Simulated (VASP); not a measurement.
A run of VASP 6.6.1 is set up as follows.

INCAR

```
  PREC = Accurate
  ENCUT = 520
  EDIFF = 1E-6
  ISMEAR = 0
  SIGMA = 0.02
  LREAL = Auto
  LASPH = True
  NELM = 60
  ALGO = Normal
  ISIF = 2
  LWAVE = False
  LCHARG = False
  GGA = PE
  NELECT = 114.0
  NBANDS = 76
```

File KPOINTS:

```
regular mesh
0
Gamma
  2 2 2
```

POSCAR

```
B14HN14
1.0
    1.2560905718     -6.5268380678      0.0000000000
   -6.2804528590      2.1756126893      0.0000000000
    0.0000000000      0.0000000000     -8.3431635353
B N H
14 14 1
Direct
    0.6287550698      0.4805209724      0.7106692773
    0.3457271936      0.6202627033      0.7060428547
    0.0615149385      0.7662099282      0.7098326642
    0.4843320322      0.0492250967      0.7052565822
    0.2017112222      0.1928479668      0.7699454737
    0.9145006741      0.3334687357      0.7106741915
    0.7746790715      0.9106735145      0.7061438955
    0.6546605537      0.3762698331      0.2534415142
    0.3687960393      0.5188414436      0.2552446672
    0.0834362775      0.6623274810      0.2535123507
    0.5120079753      0.9479872748      0.2534610512
    0.2261840215      0.0911492578      0.2536673279
    0.9410423133      0.2336504087      0.2552761900
    0.7978484609      0.8050572217      0.2533497026
    0.6072337982      0.5669104965      0.2531518160
    0.3215217036      0.7097743555      0.2531033931
    0.0357804201      0.8526306253      0.2530325567
    0.4643862715      0.1383352820      0.2532017970
    0.1786181706      0.2814618053      0.2579834365
    0.8929436870      0.4240855248      0.2533186592
    0.7501272408      0.9955278537      0.2531252074
    0.6767333716      0.2887104558      0.7091898625
    0.3946373428      0.4345709309      0.7157033390
    0.1062546498      0.5732292789      0.7091969341
    0.5349532330      0.8600299745      0.6957899094
    0.2496848712      0.0002977194      0.7135185562
    0.9604085192      0.1452951095      0.7156907538
    0.8217365651      0.7182530708      0.7093182310
    0.2022961710      0.1905014399     -0.0783480987
```

Potentials or basis: VASP PAW PBE potentials, release 64 (B, N, H).

Run with:

```bash
$ cat potpaw_PBE.64/B/POTCAR potpaw_PBE.64/N/POTCAR potpaw_PBE.64/H/POTCAR > POTCAR
$ mpirun -np 1 vasp_std > vasp.out
```

(1) Estimate the largest force.

## Answers

(1) 0.009 eV/Å.

Caveat: the k points lie up to 0.55 Å⁻¹ apart; the cell carries a net charge on a neutralising background, which shifts energy and pressure.
